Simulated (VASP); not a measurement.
Write the native input for VASP 6.6.1 that does the following.

```
Task                   : single point
Functional             : r2SCAN
Potentials or basis    : VASP PAW PBE potentials, release 64 (Ga_d, In_d, P)
Cutoff                 : 520 eV
k mesh                 : 12 × 12 × 4
Occupations            : gaussian, width 0.01 eV
Spin                   : no spin polarisation
Dipole correction      : no
Further INCAR settings : ALGO = Normal; EDIFF = 1e-06; NBANDS = 36
```

The system is InGa2P3.

```
CELL_PARAMETERS angstrom
3.96008 0.00000 0.00000
-1.98004 3.42953 0.00000
0.00000 0.00000 9.74039
ATOMIC_POSITIONS crystal
Ga 0.00000 0.00000 0.99322
Ga 0.66667 0.33333 0.67396
In 0.33333 0.66667 0.33507
P 0.66667 0.33333 0.91651
P 0.33333 0.66667 0.59683
P 0.00000 0.00000 0.23440
```

These files were run (other wordings do the same):

POSCAR

```
InGa2P3
1.0
    3.9600764336      0.0000000000      0.0000000000
   -1.9800382168      3.4295267924      0.0000000000
    0.0000000000      0.0000000000      9.7403922071
Ga In P
2 1 3
Direct
    0.0000000000      0.0000000000     -0.0067803703
    0.6666666667      0.3333333333      0.6739630610
    0.3333333333      0.6666666667      0.3350726180
    0.6666666667      0.3333333333      0.9165128973
    0.3333333333      0.6666666667      0.5968302630
    0.0000000000      0.0000000000      0.2344015311
```

INCAR.step1

```
PREC = Accurate
ENCUT = 520
ISMEAR = 0
SIGMA = 0.01
LREAL = False
LASPH = True
NELM = 80
NBANDS = 36
GGA = PE
ALGO = Normal
EDIFF = 1E-4
LWAVE = True
LCHARG = False
```

INCAR.step2

```
PREC = Accurate
ENCUT = 520
EDIFF = 1E-6
ISMEAR = 0
SIGMA = 0.01
LREAL = False
LASPH = True
NELM = 80
ALGO = Normal
ISIF = 2
LWAVE = False
LCHARG = False
METAGGA = R2SCAN
LMIXTAU = True
NBANDS = 36
ISTART = 1
```

KPOINTS

```
regular mesh
0
Gamma
  12 12 4
```

Potentials or basis: VASP PAW PBE potentials, release 64 (Ga_d, In_d, P).

Launch:

```bash
$ cat potpaw_PBE.64/Ga_d/POTCAR potpaw_PBE.64/In_d/POTCAR potpaw_PBE.64/P/POTCAR > POTCAR
$ cp INCAR.step1 INCAR
$ mpirun -np 1 vasp_std > vasp.out
$ cp INCAR.step2 INCAR
$ mpirun -np 1 vasp_std > vasp.out
```

It gave:

```
Pressure               : -0.1 GPa
Largest force          : 0.019 eV/Å
Band gap on the k mesh : 1.39 eV
```

Caveat: the PAW data sets were made with another functional, which shifts forces and pressure a little; spin-orbit coupling is left out, which moves the levels of the heavy elements.

Wall time 28 min on 1 thread of Oxide Virtual Turin-like Processor, with other jobs on the host, peak memory 0.43 GiB.
